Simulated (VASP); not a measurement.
Write the native input for VASP 6.6.1 that does the following.

- Task: single point
- Functional: PBEsol
- Potentials or basis: VASP PAW PBE potentials, release 64 (W_sv, C)
- Cutoff: 520 eV
- k mesh: 18 × 18 × 18
- Occupations: gaussian, width 0.15 eV
- Spin: no spin polarisation
- Dipole correction: no
- Further INCAR settings: ALGO = Normal; EDIFF = 1e-06; NBANDS = 16

The structure of WC lies in POSCAR:

```
WC
1.0
    0.0000000000      2.1926840000      2.1378669000
    2.1926840000      0.0000000000      2.1378669000
    2.1926840000      2.1926840000      0.0000000000
W C
1 1
Direct
    0.0000000000      0.0000000000      0.0000000000
    0.5000000000      0.5000000000      0.5000000000
```

This cell differs from its parent crystal: strain +0.000 along x and y, -0.025 along z.

One way to write it, as run:

INCAR

```
SYSTEM = WC
  PREC = Accurate
  ENCUT = 520
  EDIFF = 1E-6
  ISMEAR = 0
  SIGMA = 0.15
  LREAL = .False.
  LASPH = .True.
  NELM = 60
  ALGO = Normal
  ISIF = 2
  LWAVE = .False.
  LCHARG = .False.
  GGA = PS
  NBANDS = 16
```

KPOINTS

```
regular mesh
0
Gamma
  18 18 18
  0 0 0
```

Potentials or basis: VASP PAW PBE potentials, release 64 (W_sv, C).

Launch:

```sh
$ cat potpaw_PBE.64/W_sv/POTCAR potpaw_PBE.64/C/POTCAR > POTCAR
$ mpirun -np 1 vasp_std > vasp.out
```

It gave:

```json
{
 "Pressure": "0.8 GPa",
 "Band gap on the k mesh": "zero (bands 9 and 10 overlap by 3.13 eV)"
}
```

Caveat: the cell differs from its parent crystal (strain +0.000 along x and y, -0.025 along z); the PAW data sets were made with another functional, which shifts forces and pressure a little; spin-orbit coupling is left out, which moves the levels of the heavy elements.

It took 3.4 min on 1 thread of AMD EPYC 7R43 64-Core Processor (Zen 3), with other jobs on the host, peak memory 0.23 GiB.
